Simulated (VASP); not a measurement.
Runs of VASP 6.6.1 on ZnO. The structure is that of space group Fm-3m (No. 225), or close to it. The cells are those of the table. 

```tsv
level	potentials or basis	cell	cutoff (eV)	smearing	second run	gap on the mesh (eV)	pressure (GPa)
PBE	VASP PAW PBE potentials, release 64 (Zn, O)	a = 3.097 Å, angles 60.0°, 2 atoms	520	fermi-dirac 0.02 eV	-	(b)	-4.4
PBE	VASP PAW PBE potentials, release 64 (Zn, O)	a = 3.050, b = 3.050, c = 3.018 Å, angles 60.3, 60.3, 59.3°, 2 atoms	520	fermi-dirac 0.02 eV	-	0.76	5.1
r2SCAN	VASP PAW PBE potentials, release 64 (Zn, O)	a = 3.050, b = 3.050, c = 3.018 Å, angles 60.3, 60.3, 59.3°, 2 atoms	520	gaussian 0.01 eV	-	1.38	(a)
r2SCAN	VASP PAW PBE potentials, release 64 (Zn, O_h)	a = 3.097 Å, angles 60.0°, 2 atoms	910	gaussian 0.01 eV	hard_potentials	(c)	-11.8
PBE	VASP PAW PBE potentials, release 64 (Zn, O_h)	a = 3.018, b = 3.057, c = 3.057 Å, angles 59.2, 60.4, 60.4°, 2 atoms	910	fermi-dirac 0.02 eV	hard_potentials	0.73	4.0
```

Alike in all rows: task single point; no spin polarisation; k mesh 10 × 10 × 10.

Fill in the values left out.

(a) -2.3; (b) 0.58; (c) 1.19.

Caveats: the PAW data sets were made with another functional, which shifts forces and pressure a little (some runs); the cutoff is under 1.25 times the usual one of these potentials, so pressure, stress and relaxed cells hold a basis-set (Pulay) error (some runs).

A k mesh can miss the band edges.
